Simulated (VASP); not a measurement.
# Cu in VASP: further runs

The runs below take Cu through single point, relaxation of cell and atoms, with PBE.

Program: VASP 6.6.1. These are calculated values, not measurements. Logs are shortened: lines on timing, memory, paths and dates and some standing lists are left out, and cuts for length are marked.

## (1) The cell of the first run

It takes space group I4/mmm (No. 139, tetragonal). Conventional cell: a = 2.572 Å, b = 2.572 Å, c = 3.615 Å, α = 90.00°, β = 90.00°, γ = 90.00°. Cu (site symmetry 4/mmm) has 12 Cu at 2.56 to 2.57 Å within 3.4 Å.

## (2) Single point, PBE

INCAR

```
SYSTEM = Cu
PREC = Accurate ; ENCUT = 520
EDIFF = 1E-7 ; ISMEAR = 1
SIGMA = 0.1 ; LREAL = .False.
LASPH = .True. ; NELM = 60
ALGO = Fast ; ISIF = 2
LWAVE = .False. ; LCHARG = .False.
GGA = PE ; NBANDS = 18
```

KPOINTS

```
regular mesh
0
Gamma
  16 16 12
  0 0 0
```

POSCAR

```
Cu
1.0
    2.5718166204      0.0000000000      0.0000000000
    0.0000000000      2.5718166204      0.0000000000
    0.0000000000      0.0000000000      3.6145157426
Cu
2
Direct
    0.0000000000      0.0000000000      0.0000000000
    0.5000000000      0.5000000000      0.5000000000
```

Potentials or basis: VASP PAW PBE potentials, release 64 (Cu).

On the command line:

```
$ cat potpaw_PBE.64/Cu/POTCAR > POTCAR
$ mpirun -np 1 vasp_std > vasp.out
```

OUTCAR:

```text
SYSTEM = Cu
   PREC = Accurate
   ENCUT = 520
   EDIFF = 1E-7
   ISMEAR = 1
   LREAL = .False.
   LASPH = .True.
   NELM = 60
   ISIF = 2
   GGA = PE

 ion  position               nearest neighbor table
   1  0.000  0.000  0.000-   2 2.56   2 2.56   2 2.56   2 2.56   2 2.56   2 2.56   2 2.56   2 2.56

   2  0.500  0.500  0.500-   1 2.56   1 2.56   1 2.56   1 2.56   1 2.56   1 2.56   1 2.56   1 2.56

  LATTYP: Found a simple tetragonal cell.
 ALAT       =     2.5718166204
 C/A-ratio  =     1.4054329200

  Lattice vectors:

 A1 = (   2.5718166204,   0.0000000000,   0.0000000000)
 A2 = (   0.0000000000,   2.5718166204,   0.0000000000)
 A3 = (   0.0000000000,   0.0000000000,   3.6145157426)

Analysis of symmetry for initial positions (statically):
=====================================================================
 Subroutine PRICEL returns following result:

  LATTYP: Found a body centered tetragonal cell.
 ALAT       =     2.5718166204
 C/A-ratio  =     1.4054329200

  Lattice vectors:

 A1 = (  -1.2859083102,  -1.2859083102,  -1.8072578713)
 A2 = (   1.2859083102,   1.2859083102,  -1.8072578713)
 A3 = (   1.2859083102,  -1.2859083102,   1.8072578713)

   2 primitive cells build up your supercell.

 Routine SETGRP: Setting up the symmetry group for a
 simple tetragonal supercell.

 Subroutine GETGRP returns: Found 16 space group operations
 (whereof 16 operations were pure point group operations)
 out of a pool of 16 trial point group operations.

The static configuration has the point symmetry D_4h.

Analysis of symmetry for dynamics (positions and initial velocities):
=====================================================================
 Subroutine PRICEL returns following result:

  LATTYP: Found a body centered tetragonal cell.
 ALAT       =     2.5718166204
 C/A-ratio  =     1.4054329200

  Lattice vectors:

 A1 = (  -1.2859083102,  -1.2859083102,  -1.8072578713)
 A2 = (   1.2859083102,   1.2859083102,  -1.8072578713)
 A3 = (   1.2859083102,  -1.2859083102,   1.8072578713)

   2 primitive cells build up your supercell.

 Routine SETGRP: Setting up the symmetry group for a
 simple tetragonal supercell.

 Subroutine GETGRP returns: Found 16 space group operations
 (whereof 16 operations were pure point group operations)
 out of a pool of 16 trial point group operations.

The dynamic configuration has the point symmetry D_4h.

 Subroutine INISYM returns: Found 16 space group operations
 (whereof 16 operations are pure point group operations),
 and found     2 'primitive' translations

----------------------------------------------------------------------------------------

                                     Primitive cell

  volume of cell :      11.9536

  direct lattice vectors                    reciprocal lattice vectors
    -1.285908310 -1.285908310 -1.807257871     0.000000000 -0.388830211 -0.276662234
     1.285908310  1.285908310 -1.807257871     0.388830211 -0.000000000 -0.276662234
     1.285908310 -1.285908310  1.807257871     0.388830211 -0.388830211  0.000000000

  length of vectors
     2.563845038  2.563845038  2.563845038     0.477211614  0.477211614  0.549888958

  position of ions in fractional coordinates (direct lattice)
     0.000000000  0.000000000  0.000000000

  ion indices of the primitive-cell ions
   primitive index   ion index
                 1           1

----------------------------------------------------------------------------------------

 KPOINTS: regular mesh

Automatic generation of k-mesh.
 Grid dimensions read from file:
 generate k-points for:   16   16   12

 Generating k-lattice:

  Cartesian coordinates                     Fractional coordinates (reciprocal lattice)
     0.024301888  0.000000000  0.000000000     0.062500000  0.000000000  0.000000000
     0.000000000  0.024301888  0.000000000     0.000000000  0.062500000  0.000000000
     0.000000000  0.000000000  0.023055186     0.000000000  0.000000000  0.083333333

  Length of vectors
     0.024301888  0.024301888  0.023055186

  Shift w.r.t. Gamma in fractional coordinates (k-lattice)
     0.000000000  0.000000000  0.000000000

 Subroutine IBZKPT returns following result:
 ===========================================

 Found    315 irreducible k-points:

 Following reciprocal coordinates:
            Coordinates               Weight
  0.000000  0.000000  0.000000      1.000000
  0.062500  0.000000  0.000000      4.000000
  0.125000  0.000000  0.000000      4.000000
  0.187500  0.000000  0.000000      4.000000
  0.250000  0.000000  0.000000      4.000000
  0.312500  0.000000  0.000000      4.000000
[... 16 lines left out ...]
  0.437500  0.125000  0.000000      8.000000
  0.500000  0.125000  0.000000      4.000000
 [... further k-points ...]
   k-points           NKPTS =    315   k-points in BZ     NKDIM =    315   number of bands    NBANDS=     18
   number of dos      NEDOS =    301   number of ions     NIONS =      2
   total plane-waves  NPLWV =  11200
   dimension x,y,z NGX =    20 NGY =   20 NGZ =   28
   dimension x,y,z NGXF=    40 NGYF=   40 NGZF=   56
   ions per type =               2
   NGX,Y,Z   is equivalent  to a cutoff of  12.93, 12.93, 12.88 a.u.
   NGXF,Y,Z  is equivalent  to a cutoff of  25.86, 25.86, 25.76 a.u.
 SYSTEM =  Cu
   PREC   = accura    normal or accurate (medium, high low for compatibility)
   ISTART =      0    job   : 0-new  1-cont  2-samecut
   ICHARG =      2    charge: 1-file 2-atom 10-const
   ISPIN  =      1    spin polarized calculation?
   LNONCOLLINEAR =      F non collinear calculations
   LSORBIT =      F    spin-orbit coupling
   LASPH  =      T    aspherical Exc in radial PAW
   ENCUT  =  520.0 eV  38.22 Ry    6.18 a.u.   4.78  4.78  6.72*2*pi/ulx,y,z
   NELM   =     60;   NELMIN=  2; NELMDL= -5     # of ELM steps
   EDIFF  = 0.1E-06   stopping-criterion for ELM
   LREAL  =      F    real-space projection
   EDIFFG = 0.1E-05   stopping-criterion for IOM
   NSW    =      0    number of steps for IOM
   IBRION =     -1    ionic relax: 0-MD 1-quasi-New 2-CG
   NFREE  =      0    steps in history (QN), initial steepest desc. (CG)
   ISIF   =      2    stress and relaxation
   ISYM   =      2    0-nonsym 1-usesym 2-fastsym
   POTIM  = 0.5000    time-step for ionic-motion
   TEBEG  =    0.0;   TEEND  =   0.0 temperature during run
   PSTRESS=    0.0 pullay stress
   NELECT =      22.0000    total number of electrons
   NUPDOWN=      -1.0000    fix difference up-down
   EMIN   =  10.00;   EMAX   =-10.00  energy-range for DOS
   EFERMI =   0.00;   METHOD = LEGACY
   ISMEAR =     1;   SIGMA  =   0.10  broadening in eV -4-tet -1-fermi 0-gaus
   EFERMI_NEDOS =   21; number of points for ismear=-14 and -15
   IALGO  =     68    algorithm
   IMIX   =      4    mixing-type and parameters
     AMIX     =   0.40;   BMIX     =  1.00
     AMIX_MAG =   1.60;   BMIX_MAG =  1.00
  volume/ion in A,a.u.               =      11.95        80.67
  Fermi-wavevector in a.u.,A,eV,Ry     =   1.592352  3.009109 34.498717  2.535584
  Thomas-Fermi vector in A             =   2.690750
   LORBIT       =      0    0 simple, 1 ext, 2 COOP (PROOUT), +10 PAW based schemes
   GGA     = PE    functional components
   LHFCALC =     F    Hartree Fock is set to
   AEXX    =    0.0000 exact exchange contribution
   IVDW    =     0    specifies the selected vdW correction
   LEPSILON=     F    determine dielectric tensor
   LRPA    =     F    only Hartree local field effects (RPA)
 non-spin polarized calculation
 RMM-DIIS sequential band-by-band and
 Methfessel and Paxton  Order N= 1 SIGMA  =   0.10
  energy-cutoff  :      520.00
  volume of cell :       23.91
 maximum number of plane-waves:       664
 NGX is ok and might be reduce to    20
   NGX =  9   NGY =  9   NGZ = 13

 number of electron      21.9999943 magnetization

 Free energy of the ion-electron system (eV)
  ---------------------------------------------------
  ext. energy  EPLUGINS =         0.00000000
  ---------------------------------------------------
  free energy    TOTEN  =        -7.45662735 eV

  energy without entropy =       -7.45664190  energy(sigma->0) =       -7.45663220

 E-fermi :   7.4176     XC(G=0): -12.6559

 val. band max:        7.4082265411   @ k =   0.0000   0.0000   0.1667
 cond. band min:       7.4240871953   @ k =   0.2500   0.0625   0.3333
 fundamental gap:      0.0158606542
 Fermi energy:         7.4175920714

 k-point     1 :       0.0000    0.0000    0.0000
  band No.  band energies     occupation
      1      -1.8228      2.00000
      2       2.6332      2.00000
      3       3.0766      2.00000
      4       4.4362      2.00000
      5       4.4362      2.00000
      6       4.4655      2.00000
[... 10 lines left out ...]
     17      27.4046      0.00000
     18      29.9354      0.00000

 k-point     2 :       0.0625    0.0000    0.0000
  band No.  band energies     occupation
      1      -1.7290      2.00000
      2       2.6763      2.00000
      3       3.1024      2.00000
      4       4.4149      2.00000
      5       4.4526      2.00000
      6       4.4866      2.00000
[... 10 lines left out ...]
     17      28.0945      0.00000
     18      29.4846      0.00000

 k-point     3 :       0.1250    0.0000    0.0000
  band No.  band energies     occupation
      1      -1.4500      2.00000
      2       2.7991      2.00000
      3       3.1768      2.00000
      4       4.3546      2.00000
      5       4.5009      2.00000
      6       4.5417      2.00000
[... 10 lines left out ...]
     17      27.9677      0.00000
     18      29.0175      0.00000

 k-point     4 :       0.1875    0.0000    0.0000
  band No.  band energies     occupation
      1      -0.9937      2.00000
      2       2.9828      2.00000
      3       3.2899      2.00000
      4       4.2656      2.00000
      5       4.5789      2.00000
      6       4.6039      2.00000
[... 10 lines left out ...]
     17      26.1722      0.00000
     18      26.8587      0.00000

 k-point     5 :       0.2500    0.0000    0.0000
  band No.  band energies     occupation
      1      -0.3750      2.00000
      2       3.1992      2.00000
      3       3.4214      2.00000
      4       4.1628      2.00000
      5       4.6300      2.00000
      6       4.6827      2.00000
[... 10 lines left out ...]
     17      24.8042      0.00000
     18      32.8509      0.00000

 k-point     6 :       0.3125    0.0000    0.0000
  band No.  band energies     occupation
      1       0.3797      2.00000
      2       3.4001      2.00000
      3       3.5519      2.00000
      4       4.0640      2.00000
      5       4.4225      2.00000
      6       4.5911      2.00000
[... 10 lines left out ...]
     17      23.4463      0.00000
     18      26.8825      0.00000

 k-point     7 :       0.3750    0.0000    0.0000
  band No.  band energies     occupation
      1       1.2227      2.00000
      2       3.4476      2.00000
      3       3.7329      2.00000
      4       3.9873      2.00000
      5       4.1960      2.00000
      6       4.4906      2.00000
[... 10 lines left out ...]
     17      24.6918      0.00000
     18      27.3958      0.00000

 k-point     8 :       0.4375    0.0000    0.0000
  band No.  band energies     occupation
      1       2.0691      2.00000
      2       3.2555      2.00000
      3       3.9494      2.00000
      4       3.9504      2.00000
      5       4.0445      2.00000
      6       4.3424      2.00000
[... 10 lines left out ...]
     17      26.0954      0.00000
     18      28.0541      0.00000
[... 229 lines left out ...]
     17      26.8837      0.00000
     18      28.8050      0.00000

 k-point    20 :       0.2500    0.1250    0.0000
  band No.  band energies     occupation
      1      -0.0323      2.00000
      2       3.2857      2.00000
      3       3.5490      2.00000
      4       4.0097      2.00000
      5       4.4405      2.00000
      6       4.6980      2.00000
[... 10 lines left out ...]
     17      24.9395      0.00000
     18      29.4581      0.00000

 k-point    21 :       0.3125    0.1250    0.0000
  band No.  band energies     occupation
      1       0.6959      2.00000
      2       3.4701      2.00000
      3       3.6466      2.00000
      4       3.9046      2.00000
      5       4.1821      2.00000
      6       4.5860      2.00000
[... 10 lines left out ...]
     17      23.0783      0.00000
     18      28.0761      0.00000

 k-point    22 :       0.3750    0.1250    0.0000
  band No.  band energies     occupation
      1       1.4942      2.00000
      2       3.5422      2.00000
      3       3.7372      2.00000
      4       3.8227      2.00000
      5       3.9840      2.00000
      6       4.4413      2.00000
[... 10 lines left out ...]
     17      21.3707      0.00000
     18      26.4545      0.00000

 k-point    23 :       0.4375    0.1250    0.0000
  band No.  band energies     occupation
      1       2.2723      2.00000
      2       3.3435      2.00000
      3       3.7787      2.00000
      4       3.8519      2.00000
      5       3.9163      2.00000
      6       4.2792      2.00000
[... 10 lines left out ...]
     17      22.1330      0.00000
     18      24.8881      0.00000

 k-point    24 :       0.5000    0.1250    0.0000
  band No.  band energies     occupation
      1       2.9149      2.00000
      2       2.9149      2.00000
      3       3.7853      2.00000
      4       3.7853      2.00000
      5       4.1030      2.00000
      6       4.1030      2.00000
[... 10 lines left out ...]
     17      23.4423      0.00000
     18      23.4423      0.00000

 [... further k-points ...]

------------------------ aborting loop because EDIFF is reached ----------------------------------------

  FORCE on cell =-STRESS in cart. coord.  units (eV):
  Direction    XX          YY          ZZ          XY          YZ          ZX
  --------------------------------------------------------------------------------------
  -------------------------------------------------------------------------------------
  Total        0.1471616      0.1471616      0.1484550      0.0000000     -0.0000000     -0.0000000
  in kB        9.8622290      9.8622290      9.9489054      0.0000000     -0.0000000     -0.0000000
  external PRESSURE =       9.8911211 kB  Pullay stress =       0.0000000 kB

 VOLUME and BASIS-vectors are now :
 -----------------------------------------------------------------------------
  energy-cutoff  :      520.00
  volume of cell :       23.91
      direct lattice vectors                 reciprocal lattice vectors
     2.571816620  0.000000000  0.000000000     0.388830211  0.000000000  0.000000000
     0.000000000  2.571816620  0.000000000     0.000000000  0.388830211  0.000000000
     0.000000000  0.000000000  3.614515743     0.000000000  0.000000000  0.276662234

 POSITION                                       TOTAL-FORCE (eV/Angst)
 -----------------------------------------------------------------------------------
      0.00000      0.00000      0.00000         0.000000      0.000000      0.000000
      1.28591      1.28591      1.80726        -0.000000     -0.000000     -0.000000
 -----------------------------------------------------------------------------------
    total drift:                               -0.000000      0.000000      0.000000

  FREE ENERGIE OF THE ION-ELECTRON SYSTEM (eV)
  ---------------------------------------------------
  free  energy   TOTEN  =        -7.4566273499 eV

  energy  without entropy=       -7.4566418963  energy(sigma->0) =       -7.45663220
```

It took 71 s on 1 thread of AMD EPYC 9R45 (Zen 5), shared host; peak memory 0.19 GiB.

What came out:

```
Free energy            : -7.4566 eV
Pressure               : 1.0 GPa
Band gap on the k mesh : zero (bands 11 and 12 overlap by 8.08 eV)
```

Levels at points of the mesh, in eV from the Fermi level:
```tsv
k point	band 7	band 8	band 9	band 10	band 11	band 12	band 13	band 14	band 15	band 16
(0.00, 0.00, 0.00)	-2.18	-2.15	-1.63	-1.47	-1.47	1.61	7.16	12.91	12.91	17.39
(0.50, 0.00, 0.00)	-2.49	-2.49	-2.17	-2.17	-0.32	-0.32	9.71	9.71	10.91	10.91
(0.50, 0.50, 0.00)	-1.48	-1.48	-1.46	-1.46	1.48	1.48	6.99	6.99	13.05	13.05
(0.00, 0.00, 0.50)	-2.33	-2.33	-2.33	-2.33	-1.91	-1.91	16.92	16.92	16.92	16.92
(0.50, 0.00, 0.50)	-1.61	-1.61	-1.60	-1.60	-0.95	-0.95	3.72	3.72	21.00	21.00
(0.50, 0.50, 0.50)	-2.20	-2.20	-1.48	-1.48	6.17	6.17	6.17	6.17	8.23	8.23
```

## (3) Relaxation of cell and atoms, PBE

This run uses another cell than the first one, of 11.66 Å³/atom.

INCAR

```
SYSTEM = Cu
ALGO     = Fast           ! electronic algorithm
EDIFF    = 1E-7           ! SCF threshold, eV
EDIFFG   = -0.005         ! ionic threshold
ENCUT    = 600            ! plane-wave cutoff, eV
GGA      = PE             ! functional
IBRION   = 2              ! ionic algorithm
ISIF     = 3              ! what is computed and relaxed
ISMEAR   = 1              ! smearing method
LASPH    = .TRUE.         ! aspherical terms in the spheres
LCHARG   = .FALSE.        ! write CHGCAR
LREAL    = .FALSE.        ! projectors in reciprocal space
LWAVE    = .FALSE.        ! write WAVECAR
NELM     = 100            ! most SCF steps
NSW      = 80             ! ionic steps
PREC     = Accurate       ! precision mode
SIGMA    = 0.1            ! smearing width, eV
```

KPOINTS

```
k-points
0
G
  16 16 12
  0 0 0
```

POSCAR

```
Cu
1.0
    2.5455844123      0.0000000000      0.0000000000
    0.0000000000      2.5455844123      0.0000000000
    0.0000000000      0.0000000000      3.6000000000
Cu
2
Direct
    0.0000000000      0.0000000000      0.0000000000
    0.5000000000      0.5000000000      0.5000000000
```

Potentials or basis: VASP PAW PBE potentials, release 64 (Cu).

On the command line:

```
$ cat potpaw_PBE.64/Cu/POTCAR > POTCAR
$ mpirun -np 1 vasp_std > vasp.out
```

Wall time 5.7 min (1 thread of AMD EPYC 9R45 (Zen 5), shared host); peak memory 0.21 GiB.

Results (log left out):

```yaml
Free_energy: -7.4568 eV
Relaxed_volume: 12.01 Å³/atom
Relaxed_cell: a = 2.575 Å, b = 2.575 Å, c = 3.621 Å, α = 90.00°, β = 90.00°, γ = 90.00°
Space_group_after_relaxing_to_0.1_Å: Fm-3m (No. 225)
Energy_gained_by_relaxing: 4.5 meV/atom
Ionic_steps: 11
Pressure_after_relaxing: 0.0 GPa
Band_gap_on_the_k_mesh: zero (bands 11 and 12 overlap by 8.06 eV)
```

Step by step:
| step | energy change (eV) | largest force (eV/Å) | pressure (GPa) | volume (Å³) |
| --- | --- | --- | --- | --- |
| 1 | 0.0000 | 0.0000 | 4.30 | 23.33 |
| 2 | -0.0062 | 0.0000 | -2.27 | 24.40 |
| 3 | -0.0088 | 0.0000 | 0.01 | 24.01 |
| 4 | -0.0088 | 0.0000 | -0.06 | 24.03 |
| 5 | -0.0089 | 0.0000 | -0.23 | 24.03 |
| 6 | -0.0089 | 0.0000 | -0.44 | 24.03 |
| 7 | -0.0089 | 0.0000 | -0.10 | 24.02 |
| 8 | -0.0089 | 0.0000 | -0.07 | 24.02 |
| 9 | -0.0089 | 0.0000 | -0.07 | 24.02 |
| 10 | -0.0089 | 0.0000 | 0.26 | 24.01 |
| 11 | -0.0089 | 0.0000 | 0.03 | 24.02 |

Final structure:
```
Cu
1.0
     2.57518    0.00000    0.00000
     0.00000    2.57518    0.00000
     0.00000    0.00000    3.62143
Cu
2
Direct
  0.00000 0.00000 0.00000
  0.50000 0.50000 0.50000
```

Levels at points of the mesh, in eV from the Fermi level:
| k point | band 9 | band 10 | band 11 | band 12 | band 13 | band 14 |
| --- | --- | --- | --- | --- | --- | --- |
| (0.00, 0.00, 0.00) | -1.62 | -1.46 | -1.46 | 1.61 | 7.11 | 12.88 |
| (0.50, 0.00, 0.00) | -2.16 | -2.16 | -0.32 | -0.32 | 9.67 | 9.67 |
| (0.50, 0.50, 0.00) | -1.46 | -1.46 | 1.49 | 1.49 | 6.97 | 6.97 |
| (0.00, 0.00, 0.50) | -2.32 | -2.32 | -1.90 | -1.90 | 16.88 | 16.88 |
| (0.50, 0.00, 0.50) | -1.60 | -1.60 | -0.94 | -0.94 | 3.69 | 3.69 |
| (0.50, 0.50, 0.50) | -1.47 | -1.47 | 6.16 | 6.16 | 6.16 | 6.16 |
